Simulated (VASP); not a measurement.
# SnGeH6 (R-3) in VASP: relaxation of cell and atoms with PBEsol

Aim: the relaxation of cell and atoms of SnGeH6 with PBEsol.

Program: VASP 6.6.1. These are calculated values, not measurements. Logs are shortened: lines on timing, memory, paths and dates and some standing lists are left out, and cuts for length are marked.

## Step 1: The cell of the first run

Symmetry: R-3, No. 148, trigonal system. Conventional cell: a = 5.128 Å, b = 5.128 Å, c = 13.108 Å, α = 90.00°, β = 90.00°, γ = 120.00°. Within 2.6 Å of Sn (site symmetry -3) lie 6 H at 1.94 Å. Ge (site symmetry -3) has 6 H at 1.84 Å within 2.4 Å. Within 2.4 Å of H (site symmetry 1) lie 1 Ge at 1.84 Å and 1 Sn at 1.94 Å.

## Step 2: Relaxation of cell and atoms, PBEsol

File INCAR:

```
  PREC = Accurate
  ENCUT = 500
  EDIFF = 1E-7
  ISMEAR = -1
  SIGMA = 0.03
  LREAL = False
  LASPH = True
  NELM = 120
  ALGO = Normal
  ISIF = 3
  LWAVE = False
  LCHARG = False
  GGA = PS
  IBRION = 2
  NSW = 100
  EDIFFG = -0.01
  GGA_COMPAT = False
  NELMIN = 4
```

File KPOINTS:

```
Automatic mesh
0
Gamma
  6 6 6
```

File POSCAR:

```
SnGeH6
1.0
    2.5641515200      1.4804135700      4.3693125000
   -2.5641515200      1.4804135700      4.3693125000
    0.0000000000     -2.9608271400      4.3693125000
Sn Ge H
1 1 6
Direct
    0.5000000000      0.5000000000      0.5000000000
    0.0000000000      0.0000000000      0.0000000000
    0.6716176500      0.8424555800      0.2422443300
    0.8424555800      0.2422443300      0.6716176500
    0.7577556700      0.3283823500      0.1575444200
    0.1575444200      0.7577556700      0.3283823500
    0.3283823500      0.1575444200      0.7577556700
    0.2422443300      0.6716176500      0.8424555800
```

Potentials or basis: VASP PAW PBE potentials, release 64 (Sn_d, Ge_d, H).

Started as:

```bash
$ cat potpaw_PBE.64/Sn_d/POTCAR potpaw_PBE.64/Ge_d/POTCAR potpaw_PBE.64/H/POTCAR > POTCAR
$ mpirun -np 1 vasp_std > vasp.out
```

OUTCAR:

```text
PREC = Accurate
   ENCUT = 500
   EDIFF = 1E-7
   ISMEAR = -1
   LREAL = False
   LASPH = True
   NELM = 120
   ISIF = 3
   GGA = PS
   IBRION = 2
   NSW = 100
   EDIFFG = -0.01
   NELMIN = 4

 ion  position               nearest neighbor table
   1  0.500  0.500  0.500-   3 1.94   7 1.94   5 1.94   8 1.94   4 1.94   6 1.94
   2  0.000  0.000  0.000-   3 1.84   7 1.84   6 1.84   4 1.84   5 1.84   8 1.84
   3  0.672  0.842  0.242-   2 1.84   1 1.94
   4  0.842  0.242  0.672-   2 1.84   1 1.94
   5  0.758  0.328  0.158-   2 1.84   1 1.94
   6  0.158  0.758  0.328-   2 1.84   1 1.94
   7  0.328  0.158  0.758-   2 1.84   1 1.94
   8  0.242  0.672  0.842-   2 1.84   1 1.94

  LATTYP: Found a trigonal (rhomboedric) cell.
 ALAT       =     5.2780099544
 COS(alpha) =     0.5279620070

  Lattice vectors:

 A1 = (   2.5641515200,   1.4804135700,   4.3693125000)
 A2 = (  -2.5641515200,   1.4804135700,   4.3693125000)
 A3 = (   0.0000000000,  -2.9608271400,   4.3693125000)

Analysis of symmetry for initial positions (statically):
=====================================================================
 Subroutine PRICEL returns:
 Original cell was already a primitive cell.

 Routine SETGRP: Setting up the symmetry group for a
 trigonal (rhombohedral) supercell.

 Subroutine GETGRP returns: Found  6 space group operations
 (whereof  6 operations were pure point group operations)
 out of a pool of 12 trial point group operations.

The static configuration has the point symmetry S_6 .

Analysis of symmetry for dynamics (positions and initial velocities):
=====================================================================
 Subroutine PRICEL returns:
 Original cell was already a primitive cell.

 Routine SETGRP: Setting up the symmetry group for a
 trigonal (rhombohedral) supercell.

 Subroutine GETGRP returns: Found  6 space group operations
 (whereof  6 operations were pure point group operations)
 out of a pool of 12 trial point group operations.

The dynamic configuration has the point symmetry S_6 .

 Subroutine INISYM returns: Found  6 space group operations
 (whereof  6 operations are pure point group operations),
 and found     1 'primitive' translations

----------------------------------------------------------------------------------------

                                     Primitive cell

  volume of cell :      99.5156

  direct lattice vectors                    reciprocal lattice vectors
     2.564151520  1.480413570  4.369312500     0.194996277  0.112581153  0.076289653
    -2.564151520  1.480413570  4.369312500    -0.194996277  0.112581153  0.076289653
     0.000000000 -2.960827140  4.369312500     0.000000000 -0.225162306  0.076289653

  length of vectors
     5.278009954  5.278009954  5.278009954     0.237735515  0.237735515  0.237735515

  position of ions in fractional coordinates (direct lattice)
     0.500000000  0.500000000  0.500000000
     0.000000000  0.000000000  0.000000000
     0.671617650  0.842455580  0.242244330
     0.842455580  0.242244330  0.671617650
     0.757755670  0.328382350  0.157544420
     0.157544420  0.757755670  0.328382350
     0.328382350  0.157544420  0.757755670
     0.242244330  0.671617650  0.842455580

  ion indices of the primitive-cell ions
   primitive index   ion index
                 1           1
                 2           2
                 3           3
                 4           4
                 5           5
                 6           6
                 7           7
                 8           8

----------------------------------------------------------------------------------------

 KPOINTS: Automatic mesh

Automatic generation of k-mesh.
 Grid dimensions read from file:
 generate k-points for:    6    6    6

 Generating k-lattice:

  Cartesian coordinates                     Fractional coordinates (reciprocal lattice)
     0.032499379  0.018763526  0.012714942     0.166666667  0.000000000  0.000000000
    -0.032499379  0.018763526  0.012714942     0.000000000  0.166666667  0.000000000
     0.000000000 -0.037527051  0.012714942     0.000000000  0.000000000  0.166666667

  Length of vectors
     0.039622586  0.039622586  0.039622586

  Shift w.r.t. Gamma in fractional coordinates (k-lattice)
     0.000000000  0.000000000  0.000000000

 Subroutine IBZKPT returns following result:
 ===========================================

 Found     40 irreducible k-points:

 Following reciprocal coordinates:
            Coordinates               Weight
  0.000000  0.000000  0.000000      1.000000
  0.166667  0.000000  0.000000      6.000000
  0.333333  0.000000  0.000000      6.000000
  0.500000  0.000000  0.000000      3.000000
  0.166667  0.166667  0.000000      6.000000
  0.333333  0.166667  0.000000      6.000000
[... 16 lines left out ...]
  0.333333  0.333333  0.166667      6.000000
  0.500000  0.333333  0.166667      6.000000
 [... further k-points ...]
   k-points           NKPTS =     40   k-points in BZ     NKDIM =     40   number of bands    NBANDS=     22
   number of dos      NEDOS =    301   number of ions     NIONS =      8
   total plane-waves  NPLWV =  64000
   dimension x,y,z NGX =    40 NGY =   40 NGZ =   40
   dimension x,y,z NGXF=    80 NGYF=   80 NGZF=   80
   ions per type =               1   1   6
   NGX,Y,Z   is equivalent  to a cutoff of  12.60, 12.60, 12.60 a.u.
   NGXF,Y,Z  is equivalent  to a cutoff of  25.20, 25.20, 25.20 a.u.
 SYSTEM =  unknown system
   PREC   = accura    normal or accurate (medium, high low for compatibility)
   ISTART =      0    job   : 0-new  1-cont  2-samecut
   ICHARG =      2    charge: 1-file 2-atom 10-const
   ISPIN  =      1    spin polarized calculation?
   LNONCOLLINEAR =      F non collinear calculations
   LSORBIT =      F    spin-orbit coupling
   LASPH  =      T    aspherical Exc in radial PAW
   ENCUT  =  500.0 eV  36.75 Ry    6.06 a.u.   9.62  9.62  9.62*2*pi/ulx,y,z
   NELM   =    120;   NELMIN=  4; NELMDL= -5     # of ELM steps
   EDIFF  = 0.1E-06   stopping-criterion for ELM
   LREAL  =      F    real-space projection
   EDIFFG = -.1E-01   stopping-criterion for IOM
   NSW    =    100    number of steps for IOM
   IBRION =      2    ionic relax: 0-MD 1-quasi-New 2-CG
   NFREE  =      1    steps in history (QN), initial steepest desc. (CG)
   ISIF   =      3    stress and relaxation
   ISYM   =      2    0-nonsym 1-usesym 2-fastsym
   POTIM  = 0.5000    time-step for ionic-motion
   TEBEG  =    0.0;   TEEND  =   0.0 temperature during run
   PSTRESS=    0.0 pullay stress
   NELECT =      34.0000    total number of electrons
   NUPDOWN=      -1.0000    fix difference up-down
   EMIN   =  10.00;   EMAX   =-10.00  energy-range for DOS
   EFERMI =   0.00;   METHOD = LEGACY
   ISMEAR =    -1;   SIGMA  =   0.03  broadening in eV -4-tet -1-fermi 0-gaus
   EFERMI_NEDOS =   21; number of points for ismear=-14 and -15
   IALGO  =     38    algorithm
   IMIX   =      4    mixing-type and parameters
     AMIX     =   0.40;   BMIX     =  1.00
     AMIX_MAG =   1.60;   BMIX_MAG =  1.00
  volume/ion in A,a.u.               =      12.44        83.95
  Fermi-wavevector in a.u.,A,eV,Ry     =   1.144469  2.162733 17.821043  1.309810
  Thomas-Fermi vector in A             =   2.281161
   LORBIT       =      0    0 simple, 1 ext, 2 COOP (PROOUT), +10 PAW based schemes
   GGA     = PS    functional components
   LHFCALC =     F    Hartree Fock is set to
   AEXX    =    0.0000 exact exchange contribution
   IVDW    =     0    specifies the selected vdW correction
   LEPSILON=     F    determine dielectric tensor
   LRPA    =     F    only Hartree local field effects (RPA)
 conjugate gradient relaxation of ions
 non-spin polarized calculation
  energy-cutoff  :      500.00
  volume of cell :       99.52
 maximum number of plane-waves:      2548
 NGX is ok and might be reduce to    40
   NGX = 19   NGY = 19   NGZ = 19

--------------------------------------- Ionic step        1  -------------------------------------------

 number of electron      33.9999989 magnetization

 Free energy of the ion-electron system (eV)
  ---------------------------------------------------
  ext. energy  EPLUGINS =         0.00000000
  ---------------------------------------------------
  free energy    TOTEN  =       -26.17740264 eV

  energy without entropy =      -26.17304749  energy(sigma->0) =      -26.17522507

------------------------ aborting loop because EDIFF is reached ----------------------------------------

  FORCE on cell =-STRESS in cart. coord.  units (eV):
  Direction    XX          YY          ZZ          XY          YZ          ZX
  --------------------------------------------------------------------------------------
  -------------------------------------------------------------------------------------
  Total       -1.0230767     -1.0230767     -0.5630387      0.0000000      0.0000000      0.0000000
  in kB      -16.4712922    -16.4712922     -9.0647897      0.0000002      0.0000000      0.0000000
  external PRESSURE =     -14.0024581 kB  Pullay stress =       0.0000000 kB
[... 107 lines left out ...]
  FREE ENERGIE OF THE ION-ELECTRON SYSTEM (eV)
  ---------------------------------------------------
  free  energy   TOTEN  =       -26.2723159966 eV

  energy  without entropy=      -26.2679129991  energy(sigma->0) =      -26.27011450

[... ionic steps 4 to 27 ...]

--------------------------------------- Ionic step       28  -------------------------------------------

 number of electron      34.0000020 magnetization

------------------------ aborting loop because EDIFF is reached ----------------------------------------

  FORCE on cell =-STRESS in cart. coord.  units (eV):
  Direction    XX          YY          ZZ          XY          YZ          ZX
  --------------------------------------------------------------------------------------
  -------------------------------------------------------------------------------------
  Total       -0.0801148     -0.0801148     -0.1576673     -0.0000000      0.0000000      0.0000000
  in kB       -1.2355547     -1.2355547     -2.4315919     -0.0000002      0.0000000      0.0000000
  external PRESSURE =      -1.6342338 kB  Pullay stress =       0.0000000 kB
[... 69 lines left out ...]
  energy  without entropy=      -26.3939410898  energy(sigma->0) =      -26.39555497

--------------------------------------- Ionic step       30  -------------------------------------------

 number of electron      34.0000020 magnetization

 Free energy of the ion-electron system (eV)
  ---------------------------------------------------
  ext. energy  EPLUGINS =         0.00000000
  ---------------------------------------------------
  free energy    TOTEN  =       -26.39730572 eV

  energy without entropy =      -26.39409181  energy(sigma->0) =      -26.39569876

 E-fermi :   2.4408     XC(G=0):  -8.0893

 val. band max:        2.3091026280   @ k =   0.5000   0.3333   0.3333
 cond. band min:       2.4929929327   @ k =   0.3333  -0.1667  -0.3333
 fundamental gap:      0.1838903047
 Fermi energy:         2.4408064967

 k-point     1 :       0.0000    0.0000    0.0000
  band No.  band energies     occupation
      1     -22.6091      2.00000
      2     -22.6091      2.00000
      3     -22.5479      2.00000
      4     -22.5478      2.00000
      5     -22.5478      2.00000
      6     -19.4866      2.00000
[... 574 lines left out ...]
      6     -19.4892      2.00000
[... 14 lines left out ...]
     21       7.1284      0.00000
     22       8.1050      0.00000

 [... further k-points ...]
[... 5 lines left out ...]
  --------------------------------------------------------------------------------------
  -------------------------------------------------------------------------------------
  Total       -0.0195645     -0.0195645     -0.0480006     -0.0000000      0.0000000      0.0000000
  in kB       -0.3021548     -0.3021548     -0.7413222     -0.0000003      0.0000000      0.0000000
  external PRESSURE =      -0.4485440 kB  Pullay stress =       0.0000000 kB
[... 23 lines left out ...]
  FREE ENERGIE OF THE ION-ELECTRON SYSTEM (eV)
  ---------------------------------------------------
  free  energy   TOTEN  =       -26.3973057161 eV

  energy  without entropy=      -26.3940918081  energy(sigma->0) =      -26.39569876

 reached required accuracy - stopping structural energy minimisation
```

It took 17 min on 1 thread of AMD EPYC 9R45 (Zen 5), shared host; peak memory 0.28 GiB.

Results:

* Free energy: -26.3973 eV
* Relaxed volume: 12.97 Å³/atom
* Relaxed cell: a = 5.285 Å, b = 5.285 Å, c = 5.285 Å, α = 59.72°, β = 59.72°, γ = 59.72°
* Space group after relaxing (to 0.1 Å): Fm-3m (No. 225)
* Energy gained by relaxing: 27.5 meV/atom
* Ionic steps: 30
* Pressure after relaxing: 0.0 GPa
* Largest force after relaxing: 0.009 eV/Å
* Band gap on the k mesh: zero (bands 17 and 18 overlap by 3.44 eV)

Forces in eV/Å, atoms in the order of the input:
```
Sn   0.000  0.000  0.000
Ge   0.000  0.000  0.000
H   -0.008 -0.002 -0.004
H    0.002  0.008 -0.004
H   -0.006  0.006  0.004
H   -0.002 -0.008  0.004
H    0.008  0.002  0.004
H    0.006 -0.006 -0.004
```

Step by step:
| step | energy change (eV) | largest force (eV/Å) | pressure (GPa) | volume (Å³) |
| --- | --- | --- | --- | --- |
| 1 | 0.0000 | 0.3974 | -1.40 | 99.52 |
| 2 | -0.0517 | 0.3165 | -0.59 | 97.96 |
| 3 | -0.0949 | 0.0914 | 1.57 | 94.74 |
| 4 | -0.1127 | 0.0619 | 0.80 | 96.22 |
| 5 | -0.1176 | 0.0948 | 0.28 | 97.43 |
| 6 | -0.1176 | 0.0993 | 0.24 | 97.56 |
| 7 | -0.1229 | 0.0867 | -0.02 | 98.10 |
| 8 | -0.1286 | 0.0884 | -0.60 | 99.28 |
| 9 | -0.1326 | 0.0825 | -0.41 | 99.06 |
| 10 | -0.1404 | 0.0721 | 0.16 | 98.40 |
| 11 | -0.1380 | 0.1002 | 1.32 | 97.08 |
| 12 | -0.1423 | 0.0755 | 0.62 | 97.86 |
| 13 | -0.1463 | 0.0722 | 0.55 | 98.21 |
| 14 | -0.1557 | 0.0643 | 0.31 | 99.25 |
| 15 | -0.1634 | 0.0578 | -0.26 | 101.35 |
| 16 | -0.1729 | 0.0279 | 0.05 | 101.43 |
| 17 | -0.1819 | 0.1100 | 0.68 | 101.59 |
| 18 | -0.1883 | 0.1072 | 0.46 | 102.27 |
| 19 | -0.2001 | 0.1015 | -0.30 | 104.29 |
| 20 | -0.2008 | 0.1004 | -0.61 | 105.05 |
| 21 | -0.2082 | 0.0787 | -0.53 | 104.79 |
| 22 | -0.2139 | 0.0570 | -0.40 | 104.28 |
| 23 | -0.2164 | 0.0442 | 0.09 | 103.36 |
| 24 | -0.2165 | 0.0417 | 0.24 | 103.09 |
| 25 | -0.2180 | 0.0252 | 0.17 | 103.22 |
| 26 | -0.2191 | 0.0107 | 0.05 | 103.45 |
| 27 | -0.2194 | 0.0093 | -0.05 | 103.65 |
| 28 | -0.2196 | 0.0084 | -0.16 | 103.89 |
| 29 | -0.2198 | 0.0082 | -0.09 | 103.82 |
| 30 | -0.2199 | 0.0089 | -0.04 | 103.74 |

Final structure:
```xyz
8
Lattice="2.6315 1.5193 4.3246 -2.6315 1.5193 4.3246 0.0000 -3.0386 4.3246" Properties=species:S:1:pos:R:3 pbc="T T T"
Sn    0.0000    0.0000    6.4869
Ge    0.0000    0.0000    0.0000
H     0.0354    1.6139    7.6380
H     1.3800   -0.8376    7.6380
H     1.4154    0.7763    5.3358
H    -1.3800    0.8376    5.3358
H    -0.0354   -1.6139    5.3358
H    -1.4154   -0.7763    7.6380
```

Caveat: the PAW data sets were made with another functional, which shifts forces and pressure a little; spin-orbit coupling is left out, which moves the levels of the heavy elements.
